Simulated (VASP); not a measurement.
The system is RbBr.

```
CELL_PARAMETERS angstrom
0.00000 3.50868 3.50868
3.50868 0.00000 3.50868
3.50868 3.50868 0.00000
ATOMIC_POSITIONS crystal
Rb 0.00000 0.00000 0.00000
Br 0.50000 0.50000 0.50000
```

```yaml
Program: VASP 6.6.1
Task: relaxation of cell and atoms
Functional: r2SCAN
Potentials_or_basis: VASP PAW PBE potentials, release 64 (Rb_sv, Br)
Cutoff: 600 eV
k_mesh: 6 × 6 × 6
Occupations: fermi-dirac, width 0.02 eV
Spin: no spin polarisation
```

At the start: pressure -0.5 GPa; volume 43.19 Å³/atom.

**Question.** How do energy, volume and symmetry change on relaxing?

**Answer.** Over 3 steps the energy falls by 2.6 meV/atom and the volume is 41.59 Å³/atom (-3.7 %); space group Fm-3m (No. 225, to 0.05 Å).

The path:
| step | energy change (eV) | largest force (eV/Å) | pressure (GPa) | volume (Å³) |
| --- | --- | --- | --- | --- |
| 1 | 0.0000 | 0.0000 | -0.49 | 86.39 |
| 2 | -0.0038 | 0.0000 | -0.26 | 84.75 |
| 3 | -0.0052 | 0.0000 | 0.00 | 83.17 |

Final structure:
```
CELL_PARAMETERS angstrom
0.00000 3.46455 3.46455
3.46455 0.00000 3.46455
3.46455 3.46455 0.00000
ATOMIC_POSITIONS crystal
Rb 0.00000 0.00000 0.00000
Br 0.50000 0.50000 0.50000
```

Caveat: the PAW data sets were made with another functional, which shifts forces and pressure a little.
